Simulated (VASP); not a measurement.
CrTe2, 3 atoms in the cell. It takes space group P-3m1 (No. 164, trigonal). The conventional cell has a = 3.764 Å, b = 3.764 Å, c = 6.041 Å, α = 90.00°, β = 90.00°, γ = 120.00°. Within 3.5 Å of Cr (site symmetry -3m) lie 6 Te at 2.64 Å. Within 3.5 Å of Te (site symmetry 3m) lie 3 Cr at 2.64 Å. 

| Item | Value |
| --- | --- |
| Program | VASP 6.6.1 |
| Task | single point |
| Functional | PBEsol |
| Potentials or basis | VASP PAW PBE potentials, release 64 (Cr_pv, Te) |
| Cutoff | 520 eV |
| k mesh | 9 × 9 × 5 |
| Occupations | fermi-dirac, width 0.15 eV |
| Spin | collinear spin, ferromagnetic start |
| Starting moments | [2.1, 0.0, 0.0] μB |
| Dipole correction | no |
| Further INCAR settings | ALGO = Normal; EDIFF = 1e-06; NBANDS = 23 |

Potentials or basis: VASP PAW PBE potentials, release 64 (Cr_pv, Te).

Command:

```bash
$ cat potpaw_PBE.64/Cr_pv/POTCAR potpaw_PBE.64/Te/POTCAR > POTCAR
$ mpirun -np 1 vasp_std > vasp.out
```

Hardware: 1 thread of Intel(R) Xeon(R) Platinum 8259CL CPU @ 2.50GHz (Skylake/Cascade Lake) (shared host).

Question: How long does it take, and how much memory?

Answer: Run time: 2.5 min on 1 thread of Intel(R) Xeon(R) Platinum 8259CL CPU @ 2.50GHz (Skylake/Cascade Lake), with other jobs on the host, peak memory 0.3 GiB. Counts: scf iterations 16, k points 50.
